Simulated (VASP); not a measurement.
# AgCl (rocksalt type) (Fm-3m) in VASP: further runs

AgCl (rocksalt type) is run at these levels: PBE; tasks: single point.

All numbers are computed with VASP 6.6.1; they aren't measurements. Logs are shortened: lines on timing, memory, paths and dates and some standing lists are left out, and cuts for length are marked.

## (1) The cell of the first run

Symmetry: Fm-3m, No. 225, cubic system. Conventional cell: a = 5.648 Å, b = 5.648 Å, c = 5.648 Å, α = 90.00°, β = 90.00°, γ = 90.00°. Ag (site symmetry m-3m) has 6 Cl at 2.82 Å within 3.7 Å. Cl (site symmetry m-3m) has 6 Ag at 2.82 Å within 3.7 Å.

## (2) Single point, PBE (22.52 Å³/atom)

The input, INCAR:

```
SYSTEM = AgCl
PREC     = Accurate       ! precision mode
ENCUT    = 520            ! plane-wave cutoff, eV
EDIFF    = 1E-7           ! SCF threshold, eV
ISMEAR   = -1             ! smearing method
SIGMA    = 0.08           ! smearing width, eV
LREAL    = .False.        ! projectors in reciprocal space
LASPH    = .True.         ! aspherical terms in the spheres
NELM     = 80             ! most SCF steps
ALGO     = Normal         ! electronic algorithm
ISIF     = 2              ! what is computed and relaxed
LWAVE    = .False.        ! write WAVECAR
LCHARG   = .False.        ! write CHGCAR
GGA      = PE             ! functional
NBANDS   = 16             ! bands
```

The input, KPOINTS:

```
Automatic mesh
0
Gamma
  12 12 12
  0 0 0
```

The input, POSCAR:

```
AgCl
1.0
    0.0000000000      2.8237820138      2.8237820138
    2.8237820138      0.0000000000      2.8237820138
    2.8237820138      2.8237820138      0.0000000000
Ag Cl
1 1
Direct
    0.0000000000      0.0000000000      0.0000000000
    0.5000000000      0.5000000000      0.5000000000
```

Potentials or basis: VASP PAW PBE potentials, release 64 (Ag, Cl).

Command:

```sh
cat potpaw_PBE.64/Ag/POTCAR potpaw_PBE.64/Cl/POTCAR > POTCAR
mpirun -np 1 vasp_std > vasp.out
```

OUTCAR:

```text
SYSTEM = AgCl
   PREC = Accurate
   ENCUT = 520
   EDIFF = 1E-7
   ISMEAR = -1
   LREAL = .False.
   LASPH = .True.
   NELM = 80
   ISIF = 2
   GGA = PE

 ion  position               nearest neighbor table
   1  0.000  0.000  0.000-   2 2.82   2 2.82   2 2.82   2 2.82   2 2.82   2 2.82
   2  0.500  0.500  0.500-   1 2.82   1 2.82   1 2.82   1 2.82   1 2.82   1 2.82

  LATTYP: Found a face centered cubic cell.
 ALAT       =     5.6475640276

  Lattice vectors:

 A1 = (   0.0000000000,   2.8237820138,   2.8237820138)
 A2 = (   2.8237820138,   0.0000000000,   2.8237820138)
 A3 = (   2.8237820138,   2.8237820138,   0.0000000000)

Analysis of symmetry for initial positions (statically):
=====================================================================
 Subroutine PRICEL returns:
 Original cell was already a primitive cell.

 Routine SETGRP: Setting up the symmetry group for a
 face centered cubic supercell.

 Subroutine GETGRP returns: Found 48 space group operations
 (whereof 48 operations were pure point group operations)
 out of a pool of 48 trial point group operations.

The static configuration has the point symmetry O_h .

Analysis of symmetry for dynamics (positions and initial velocities):
=====================================================================
 Subroutine PRICEL returns:
 Original cell was already a primitive cell.

 Routine SETGRP: Setting up the symmetry group for a
 face centered cubic supercell.

 Subroutine GETGRP returns: Found 48 space group operations
 (whereof 48 operations were pure point group operations)
 out of a pool of 48 trial point group operations.

The dynamic configuration has the point symmetry O_h .

 Subroutine INISYM returns: Found 48 space group operations
 (whereof 48 operations are pure point group operations),
 and found     1 'primitive' translations

----------------------------------------------------------------------------------------

                                     Primitive cell

  volume of cell :      45.0322

  direct lattice vectors                    reciprocal lattice vectors
     0.000000000  2.823782014  2.823782014    -0.177067492  0.177067492  0.177067492
     2.823782014  0.000000000  2.823782014     0.177067492 -0.177067492  0.177067492
     2.823782014  2.823782014  0.000000000     0.177067492  0.177067492 -0.177067492

  length of vectors
     3.993430821  3.993430821  3.993430821     0.306689893  0.306689893  0.306689893

  position of ions in fractional coordinates (direct lattice)
     0.000000000  0.000000000  0.000000000
     0.500000000  0.500000000  0.500000000

  ion indices of the primitive-cell ions
   primitive index   ion index
                 1           1
                 2           2

----------------------------------------------------------------------------------------

 KPOINTS: Automatic mesh

Automatic generation of k-mesh.
 Grid dimensions read from file:
 generate k-points for:   12   12   12

 Generating k-lattice:

  Cartesian coordinates                     Fractional coordinates (reciprocal lattice)
    -0.014755624  0.014755624  0.014755624     0.083333333  0.000000000  0.000000000
     0.014755624 -0.014755624  0.014755624     0.000000000  0.083333333  0.000000000
     0.014755624  0.014755624 -0.014755624     0.000000000  0.000000000  0.083333333

  Length of vectors
     0.025557491  0.025557491  0.025557491

  Shift w.r.t. Gamma in fractional coordinates (k-lattice)
     0.000000000  0.000000000  0.000000000

 Subroutine IBZKPT returns following result:
 ===========================================

 Found     72 irreducible k-points:

 Following reciprocal coordinates:
            Coordinates               Weight
  0.000000  0.000000  0.000000      1.000000
  0.083333  0.000000  0.000000      8.000000
  0.166667  0.000000  0.000000      8.000000
  0.250000  0.000000  0.000000      8.000000
  0.333333  0.000000  0.000000      8.000000
  0.416667  0.000000  0.000000      8.000000
[... 16 lines left out ...]
  0.500000  0.166667  0.000000     24.000000
 -0.416667  0.166667  0.000000     24.000000
 [... further k-points ...]
   k-points           NKPTS =     72   k-points in BZ     NKDIM =     72   number of bands    NBANDS=     16
   number of dos      NEDOS =    301   number of ions     NIONS =      2
   total plane-waves  NPLWV =  27000
   dimension x,y,z NGX =    30 NGY =   30 NGZ =   30
   dimension x,y,z NGXF=    60 NGYF=   60 NGZF=   60
   ions per type =               1   1
   NGX,Y,Z   is equivalent  to a cutoff of  12.49, 12.49, 12.49 a.u.
   NGXF,Y,Z  is equivalent  to a cutoff of  24.98, 24.98, 24.98 a.u.
 SYSTEM =  AgCl
   PREC   = accura    normal or accurate (medium, high low for compatibility)
   ISTART =      0    job   : 0-new  1-cont  2-samecut
   ICHARG =      2    charge: 1-file 2-atom 10-const
   ISPIN  =      1    spin polarized calculation?
   LNONCOLLINEAR =      F non collinear calculations
   LSORBIT =      F    spin-orbit coupling
   LASPH  =      T    aspherical Exc in radial PAW
   ENCUT  =  520.0 eV  38.22 Ry    6.18 a.u.   7.43  7.43  7.43*2*pi/ulx,y,z
   NELM   =     80;   NELMIN=  2; NELMDL= -5     # of ELM steps
   EDIFF  = 0.1E-06   stopping-criterion for ELM
   LREAL  =      F    real-space projection
   EDIFFG = 0.1E-05   stopping-criterion for IOM
   NSW    =      0    number of steps for IOM
   IBRION =     -1    ionic relax: 0-MD 1-quasi-New 2-CG
   NFREE  =      0    steps in history (QN), initial steepest desc. (CG)
   ISIF   =      2    stress and relaxation
   ISYM   =      2    0-nonsym 1-usesym 2-fastsym
   POTIM  = 0.5000    time-step for ionic-motion
   TEBEG  =    0.0;   TEEND  =   0.0 temperature during run
   PSTRESS=    0.0 pullay stress
   NELECT =      18.0000    total number of electrons
   NUPDOWN=      -1.0000    fix difference up-down
   EMIN   =  10.00;   EMAX   =-10.00  energy-range for DOS
   EFERMI =   0.00;   METHOD = LEGACY
   ISMEAR =    -1;   SIGMA  =   0.08  broadening in eV -4-tet -1-fermi 0-gaus
   EFERMI_NEDOS =   21; number of points for ismear=-14 and -15
   IALGO  =     38    algorithm
   IMIX   =      4    mixing-type and parameters
     AMIX     =   0.40;   BMIX     =  1.00
     AMIX_MAG =   1.60;   BMIX_MAG =  1.00
  volume/ion in A,a.u.               =      22.52       151.95
  Fermi-wavevector in a.u.,A,eV,Ry     =   1.205937  2.278890 19.786725  1.454283
  Thomas-Fermi vector in A             =   2.341619
   LORBIT       =      0    0 simple, 1 ext, 2 COOP (PROOUT), +10 PAW based schemes
   GGA     = PE    functional components
   LHFCALC =     F    Hartree Fock is set to
   AEXX    =    0.0000 exact exchange contribution
   IVDW    =     0    specifies the selected vdW correction
   LEPSILON=     F    determine dielectric tensor
   LRPA    =     F    only Hartree local field effects (RPA)
 non-spin polarized calculation
  energy-cutoff  :      520.00
  volume of cell :       45.03
 maximum number of plane-waves:      1243
 NGX is ok and might be reduce to    30
   NGX = 15   NGY = 15   NGZ = 15

 number of electron      17.9999992 magnetization

 Free energy of the ion-electron system (eV)
  ---------------------------------------------------
  ext. energy  EPLUGINS =         0.00000000
  ---------------------------------------------------
  free energy    TOTEN  =        -5.39891432 eV

  energy without entropy =       -5.39886890  energy(sigma->0) =       -5.39889161

 E-fermi :   3.7919     XC(G=0):  -9.6827

 val. band max:        3.1483497834   @ k =   0.5000   0.0000   0.0000
 cond. band min:       4.0770207262   @ k =   0.0000   0.0000   0.0000
 fundamental gap:      0.9286709428
 Fermi energy:         3.7918672368

 k-point     1 :       0.0000    0.0000    0.0000
  band No.  band energies     occupation
      1     -11.6473      2.00000
      2       0.9143      2.00000
      3       0.9143      2.00000
      4       0.9143      2.00000
      5       0.9525      2.00000
      6       0.9525      2.00000
[... 8 lines left out ...]
     15      16.1463      0.00000
     16      16.1463      0.00000

 k-point     2 :       0.0833    0.0000    0.0000
  band No.  band energies     occupation
      1     -11.6239      2.00000
      2       0.5354      2.00000
      3       0.5354      2.00000
      4       0.5699      2.00000
      5       0.9380      2.00000
      6       0.9380      2.00000
[... 8 lines left out ...]
     15      15.3329      0.00000
     16      15.8137      0.00000

 k-point     3 :       0.1667    0.0000    0.0000
  band No.  band energies     occupation
      1     -11.5589      2.00000
      2      -0.0442      2.00000
      3       0.1292      2.00000
      4       0.1292      2.00000
      5       0.9937      2.00000
      6       0.9937      2.00000
[... 8 lines left out ...]
     15      15.0702      0.00000
     16      15.6543      0.00000

 k-point     4 :       0.2500    0.0000    0.0000
  band No.  band energies     occupation
      1     -11.4672      2.00000
      2      -0.6743      2.00000
      3      -0.2064      2.00000
      4      -0.2064      2.00000
      5       1.0715      2.00000
      6       1.0715      2.00000
[... 8 lines left out ...]
     15      15.4046      0.00000
     16      15.5790      0.00000

 k-point     5 :       0.3333    0.0000    0.0000
  band No.  band energies     occupation
      1     -11.3720      2.00000
      2      -1.1939      2.00000
      3      -0.4562      2.00000
      4      -0.4562      2.00000
      5       1.1513      2.00000
      6       1.1513      2.00000
[... 8 lines left out ...]
     15      15.9719      0.00000
     16      15.9719      0.00000

 k-point     6 :       0.4167    0.0000    0.0000
  band No.  band energies     occupation
      1     -11.3000      2.00000
      2      -1.5327      2.00000
      3      -0.6100      2.00000
      4      -0.6100      2.00000
      5       1.2109      2.00000
      6       1.2109      2.00000
[... 8 lines left out ...]
     15      16.5846      0.00000
     16      16.5846      0.00000
[... 267 lines left out ...]
 k-point    21 :       0.3333    0.1667    0.0000
  band No.  band energies     occupation
      1     -11.3925      2.00000
      2      -1.0250      2.00000
      3      -0.1749      2.00000
      4      -0.0556      2.00000
      5       0.9523      2.00000
      6       1.1779      2.00000
[... 8 lines left out ...]
     15      17.0424      0.00000
     16      17.5268      0.00000

 k-point    22 :       0.4167    0.1667    0.0000
  band No.  band energies     occupation
      1     -11.3177      2.00000
      2      -1.2225      2.00000
      3      -0.4900      2.00000
      4      -0.3242      2.00000
      5       1.0477      2.00000
      6       1.2394      2.00000
[... 8 lines left out ...]
     15      17.3097      0.00000
     16      17.5869      0.00000

 k-point    23 :       0.5000    0.1667    0.0000
  band No.  band energies     occupation
      1     -11.2687      2.00000
      2      -1.3653      2.00000
      3      -0.6283      2.00000
      4      -0.5119      2.00000
      5       1.1399      2.00000
      6       1.2550      2.00000
[... 8 lines left out ...]
     15      17.1518      0.00000
     16      17.9484      0.00000

 k-point    24 :      -0.4167    0.1667    0.0000
  band No.  band energies     occupation
      1     -11.2602      2.00000
      2      -1.4121      2.00000
      3      -0.6087      2.00000
      4      -0.5904      2.00000
      5       1.2004      2.00000
      6       1.2275      2.00000
[... 8 lines left out ...]
     15      16.4335      0.00000
     16      17.5767      0.00000

 [... further k-points ...]

------------------------ aborting loop because EDIFF is reached ----------------------------------------

  FORCE on cell =-STRESS in cart. coord.  units (eV):
  Direction    XX          YY          ZZ          XY          YZ          ZX
  --------------------------------------------------------------------------------------
  -------------------------------------------------------------------------------------
  Total       -0.2491244     -0.2491244     -0.2491244     -0.0000000      0.0000000     -0.0000000
  in kB       -8.8634613     -8.8634613     -8.8634613     -0.0000000      0.0000000     -0.0000000
  external PRESSURE =      -8.8634613 kB  Pullay stress =       0.0000000 kB

 VOLUME and BASIS-vectors are now :
 -----------------------------------------------------------------------------
  energy-cutoff  :      520.00
  volume of cell :       45.03
      direct lattice vectors                 reciprocal lattice vectors
     0.000000000  2.823782014  2.823782014    -0.177067492  0.177067492  0.177067492
     2.823782014  0.000000000  2.823782014     0.177067492 -0.177067492  0.177067492
     2.823782014  2.823782014  0.000000000     0.177067492  0.177067492 -0.177067492

 POSITION                                       TOTAL-FORCE (eV/Angst)
 -----------------------------------------------------------------------------------
      0.00000      0.00000      0.00000        -0.000000      0.000000      0.000000
      2.82378      2.82378      2.82378         0.000000     -0.000000     -0.000000
 -----------------------------------------------------------------------------------
    total drift:                               -0.000000      0.000000      0.000000

  FREE ENERGIE OF THE ION-ELECTRON SYSTEM (eV)
  ---------------------------------------------------
  free  energy   TOTEN  =        -5.3989143247 eV

  energy  without entropy=       -5.3988689010  energy(sigma->0) =       -5.39889161
```

It took 36 s on 1 thread of Intel Xeon Platinum 8488C (Sapphire Rapids), shared host; peak memory 0.2 GiB.

What came out:

| Quantity | Value |
| --- | --- |
| Free energy | -5.3989 eV |
| Pressure | -0.9 GPa |
| Band gap on the k mesh | 0.93 eV (least direct gap 2.92 eV) |

Levels at points of the mesh, in eV from the valence-band top:
| k point | band 5 | band 6 | band 7 | band 8 | band 9 | band 10 | band 11 | band 12 | band 13 | band 14 |
| --- | --- | --- | --- | --- | --- | --- | --- | --- | --- | --- |
| (0.00, 0.00, 0.00) | -2.20 | -2.20 | -2.10 | -2.10 | -2.10 | 0.93 | 10.88 | 10.88 | 10.88 | 12.46 |
| (0.50, 0.00, 0.00) | -1.92 | -1.92 | -1.63 | 0.00 | 0.00 | 4.39 | 6.25 | 7.77 | 7.77 | 13.39 |
| (0.50, 0.50, 0.00) | -2.51 | -2.03 | -1.81 | -1.81 | -1.76 | 2.47 | 8.10 | 8.46 | 11.24 | 11.24 |

A k mesh can miss the band edges.

## (3) Single point, PBE (23.40 Å³/atom)

This run uses another cell than the first one, of 23.40 Å³/atom.

The input, INCAR:

```
ALGO     = Normal         # electronic algorithm
EDIFF    = 1E-6           # SCF threshold, eV
ENCUT    = 520            # plane-wave cutoff, eV
GGA      = PE             # functional
ISIF     = 2              # what is computed and relaxed
ISMEAR   = -1             # smearing method
LASPH    = T              # aspherical terms in the spheres
LCHARG   = F              # write CHGCAR
LREAL    = F              # projectors in reciprocal space
LWAVE    = F              # write WAVECAR
NBANDS   = 16             # bands
NELM     = 80             # most SCF steps
PREC     = Accurate       # precision mode
SIGMA    = 0.08           # smearing width, eV
```

The input, KPOINTS:

```
k-points
0
Gamma
  12 12 12
```

The input, POSCAR:

```
AgCl
1.0
    0.0000000000      2.8602219298      2.8602219298
    2.8602219298      0.0000000000      2.8602219298
    2.8602219298      2.8602219298      0.0000000000
Ag Cl
1 1
Direct
    0.0000000000      0.0000000000      0.0000000000
    0.5000000000      0.5000000000      0.5000000000
```

Potentials or basis: VASP PAW PBE potentials, release 64 (Ag, Cl).

Command:

```sh
cat potpaw_PBE.64/Ag/POTCAR potpaw_PBE.64/Cl/POTCAR > POTCAR
mpirun -np 1 vasp_std > vasp.out
```

It took 33 s on 1 thread of Intel Xeon Platinum 8488C (Sapphire Rapids), shared host; peak memory 0.2 GiB.

Results (log left out):

| Property | Result |
| --- | --- |
| Free energy | -5.3825 eV |
| Pressure | -2.2 GPa |
| Band gap on the k mesh | 0.95 eV (least direct gap 2.82 eV) |

Levels at points of the mesh, in eV from the valence-band top:
```csv
k point,band 6,band 7,band 8,band 9,band 10,band 11,band 12,band 13
"(0.00, 0.00, 0.00)",-2.07,-1.95,-1.95,-1.95,0.95,10.89,10.89,10.89
"(0.50, 0.00, 0.00)",-1.82,-1.54,0.00,0.00,4.48,6.05,7.82,7.82
"(0.50, 0.50, 0.00)",-1.92,-1.72,-1.72,-1.69,2.52,8.16,8.35,11.05
```
